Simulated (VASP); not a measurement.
Here is a VASP 6.6.1 calculation.

INCAR

```
SYSTEM = MoS2
PREC = Accurate ; ENCUT = 520
EDIFF = 1E-6 ; ISMEAR = 0
SIGMA = 0.02 ; LREAL = .False.
LASPH = .True. ; NELM = 100
ALGO = Normal ; ISIF = 2
LWAVE = .False. ; LCHARG = .True.
GGA = PE ; LELF = .True.
LVHAR = .True. ; NBANDS = 35
```

The input KPOINTS:

```
regular mesh
0
Gamma
  12 12 4
  0 0 0
```

The input POSCAR:

```
MoS2
1.0
    3.0187053737      0.0000000000      0.0000000000
   -1.5093526868      2.6142755402      0.0000000000
    0.0000000000      0.0000000000     10.9835377877
Mo S
2 4
Direct
    0.6666666667      0.3333333333      0.2500000000
    0.3333333333      0.6666666667      0.7500000000
    0.6666666667      0.3333333333      0.6064545630
    0.3333333333      0.6666666667      0.3935454370
    0.6666666667      0.3333333333      0.8935454370
    0.3333333333      0.6666666667      0.1064545630
```

Potentials or basis: VASP PAW PBE potentials, release 64 (Mo_sv, S).

The run is started by

```console
$ cat potpaw_PBE.64/Mo_sv/POTCAR potpaw_PBE.64/S/POTCAR > POTCAR
$ mpirun -np 1 vasp_std > vasp.out
```

Q: Predict the largest force.

A: 0.026 eV/Å.

Q: What does it give for the pressure?

A: 24.8 GPa.

Forces in eV/Å, atoms in the order of the input:
```
Mo   0.000  0.000  0.000
Mo   0.000  0.000  0.000
S    0.000  0.000  0.026
S    0.000  0.000 -0.026
S    0.000  0.000 -0.026
S    0.000  0.000  0.026
```
